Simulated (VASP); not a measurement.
A run of VASP 6.6.1 is set up as follows.

The input INCAR:

```
SYSTEM = Al2O3
  ALGO = Normal
  EDIFF = 1E-6
  ENCUT = 520
  GGA = PS
  ISIF = 2
  ISMEAR = 0
  LASPH = .TRUE.
  LCHARG = .FALSE.
  LREAL = .FALSE.
  LWAVE = .FALSE.
  NBANDS = 35
  NELM = 60
  PREC = Accurate
  SIGMA = 0.02
```

File KPOINTS:

```
k-points
0
G
  6 6 6
  0 0 0
```

POSCAR

```
Al2O3
1.0
    2.3869305898      1.3780950186      4.3382851415
   -2.3869305898      1.3780950186      4.3382851415
    0.0000000000     -2.7561900372      4.3382851415
Al O
4 6
Direct
    0.1479209717      0.1479209717      0.1479209717
    0.3520790283      0.3520790283      0.3520790283
    0.6479209717      0.6479209717      0.6479209717
    0.8520790283      0.8520790283      0.8520790283
    0.9441401455      0.5558598545      0.2500000000
    0.4441401455      0.7500000000      0.0558598545
    0.5558598545      0.2500000000      0.9441401455
    0.2500000000      0.9441401455      0.5558598545
    0.7500000000      0.0558598545      0.4441401455
    0.0558598545      0.4441401455      0.7500000000
```

Potentials or basis: VASP PAW PBE potentials, release 64 (Al, O).

The run is started by

```console
$ cat potpaw_PBE.64/Al/POTCAR potpaw_PBE.64/O/POTCAR > POTCAR
$ mpirun -np 1 vasp_std > vasp.out
```

**Question.** What does it give for the pressure?

**Answer.** 0.1 GPa.

**Question.** Predict the largest force.

**Answer.** 0.005 eV/Å.

**Question.** Predict the band gap on the k mesh.

**Answer.** 6.04 eV.

Stress tensor (GPa, compression positive):
```
0.09 0.00 0.00
0.00 0.09 0.00
0.00 0.00 0.00
```

Caveat: the PAW data sets were made with another functional, which shifts forces and pressure a little. A k mesh can miss the band edges.
